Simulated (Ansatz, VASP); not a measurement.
Al2Cu in VASP and in Ansatz

Contents of INCAR:

```
ALGO = Fast
EDIFF = 1E-6
ENCUT = 520
GGA = PE
ISIF = 2
ISMEAR = 0
LASPH = True
LCHARG = False
LREAL = False
LWAVE = False
NBANDS = 26
NELM = 100
PREC = Accurate
SIGMA = 0.15
```

Contents of KPOINTS:

```
k-points
0
Gamma
  10 10 10
```

File POSCAR:

```
Al2Cu
1.0
   -2.9353500000      2.9353500000      2.3680500000
    2.9353500000     -2.9353500000      2.3680500000
    2.9353500000      2.9353500000     -2.3680500000
Al Cu
4 2
Direct
    0.1587211657      0.6587211657      0.8174423314
    0.6587211657      0.8412788343      0.5000000000
    0.8412788343      0.3412788343      0.1825576686
    0.3412788343      0.1587211657      0.5000000000
    0.7500000000      0.7500000000      0.0000000000
    0.2500000000      0.2500000000      0.0000000000
```

Input for Ansatz:

```yaml
crystal:
  lattice:
    - [-2.93535, 2.93535, 2.36805]
    - [2.93535, -2.93535, 2.36805]
    - [2.93535, 2.93535, -2.36805]
  atoms:
    - { symbol: Al, position: [0.1587211657, 0.6587211657, 0.8174423314] }
    - { symbol: Al, position: [0.6587211657, 0.8412788343, 0.5] }
    - { symbol: Al, position: [0.8412788343, 0.3412788343, 0.1825576686] }
    - { symbol: Al, position: [0.3412788343, 0.1587211657, 0.5] }
    - { symbol: Cu, position: [0.75, 0.75, 0.0] }
    - { symbol: Cu, position: [0.25, 0.25, 0.0] }
basis:
  ecutwfc: 520.0
kpoints:
  mp_grid: { grid: [10, 10, 10] }
hamiltonian:
  xc: pbe
  pseudopotentials: { kind: paw, azcp: { folder: soft_1 } }
scf:
  occupations: { method: gaussian, width: 0.15 }
output:
  forces: true
  stress: true
  eigenvalues: true
```

Alike in both runs: task single point; functional PBE; k mesh 10 × 10 × 10; occupations gaussian, width 0.15 eV; no spin polarisation.

|  | VASP | Ansatz |
| --- | --- | --- |
| version | VASP 6.6.1 | Ansatz 0.2.0 |
| potentials or method | VASP PAW PBE potentials, release 64 (Al, Cu), cutoff 520 eV | scalar-relativistic, plane waves, PAW |
| valence electrons in the cell | 34 | 50 |

|  | VASP | Ansatz | Ansatz less VASP |
| --- | --- | --- | --- |
| gap on the k mesh at the Fermi level (eV) | none | none | - |
| pressure (GPa) | 11.4 | 11.3 | -0.11 |
| traceless stress, the component that is largest in VASP (GPa) | 0.08 | 0.04 | -0.032 |
| rms of the force components (eV/Å) | 0.034 | 0.033 | -0.0012 |

Atom by atom the forces differ by 0.001 eV/Å (rms over components). A gap of «none» marks a metal or a gap that the smearing closes. VASP's potentials hold 34 valence electrons a cell and Ansatz's 50, so a difference there can come from the potentials and not from the codes.
